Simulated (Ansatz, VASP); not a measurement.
One calculation of SiNi, two programs

The input INCAR:

```
SYSTEM = SiNi
PREC = Accurate
ENCUT = 520
EDIFF = 1E-7
ISMEAR = -1
SIGMA = 0.05
LREAL = .False.
LASPH = .True.
NELM = 150
ALGO = Normal
ISIF = 2
LWAVE = .False.
LCHARG = .True.
ISPIN = 2
MAGMOM = 1 1 0 0
LORBIT = 11
LMAXMIX = 4
GGA = PS
LELF = .True.
LVHAR = .True.
NBANDS = 26
```

KPOINTS

```
Automatic mesh
0
Gamma
  9 8 6
  0 0 0
```

Contents of POSCAR:

```
SiNi
1.0
    2.9427706600      0.0000000000      0.0000000000
    0.0000000000      3.2803255400      0.0000000000
    0.0000000000      0.0000000000      4.6774467600
Ni Si
2 2
Direct
    0.5000000000      0.5000000000      0.3424955900
    0.0000000000      0.0000000000      0.6575044100
    0.5000000000      0.5000000000      0.8431431600
    0.0000000000      0.0000000000      0.1568568400
```

The input input.yaml:

```yaml
crystal:
  lattice:
    - [2.94277066, 0.0, 0.0]
    - [0.0, 3.28032554, 0.0]
    - [0.0, 0.0, 4.67744676]
  atoms:
    - { symbol: Ni, position: [0.5, 0.5, 0.34249559], spin: 1.0 }
    - { symbol: Ni, position: [0.0, 0.0, 0.65750441], spin: 1.0 }
    - { symbol: Si, position: [0.5, 0.5, 0.84314316] }
    - { symbol: Si, position: [0.0, 0.0, 0.15685684] }
kpoints:
  mp_grid: { grid: [9, 8, 6] }
scf:
  occupations: { method: fermi_dirac, width: 0.05 }
hamiltonian:
  xc: pbesol
  pseudopotentials: { kind: all_electron, lapw: { basis_error: 0.001 } }
magnetization:
  spin_polarized: true
output:
  forces: true
  stress: true
  eigenvalues: true
```

Alike in both runs: task single point; functional PBEsol; k mesh 9 × 8 × 6; occupations fermi-dirac, width 0.05 eV; collinear spin.

|  | VASP | Ansatz |
| --- | --- | --- |
| version | VASP 6.6.1 | Ansatz 0.2.0 |
| potentials or method | VASP PAW PBE potentials, release 64 (Ni, Si), cutoff 520 eV | all-electron LAPW, scalar-relativistic |

|  | VASP | Ansatz | Ansatz less VASP |
| --- | --- | --- | --- |
| gap on the k mesh at the Fermi level (eV) | none | none | - |
| pressure (GPa) | 0.5 | 0.2 | -0.30 |
| traceless stress, the component that is largest in VASP (GPa) | -0.56 | -0.77 | -0.212 |
| rms of the force components (eV/Å) | 0.047 | 0.045 | -0.0022 |
| net moment per atom (μB) | 0.00 | 0.00 | 0.000 |

VASP's potentials were made for PBE, not for PBEsol. Atom by atom the forces differ by 0.004 eV/Å (rms over components). A gap of «none» marks a metal or a gap that the smearing closes. Ansatz ran all-electron here, and VASP with PAW potentials.
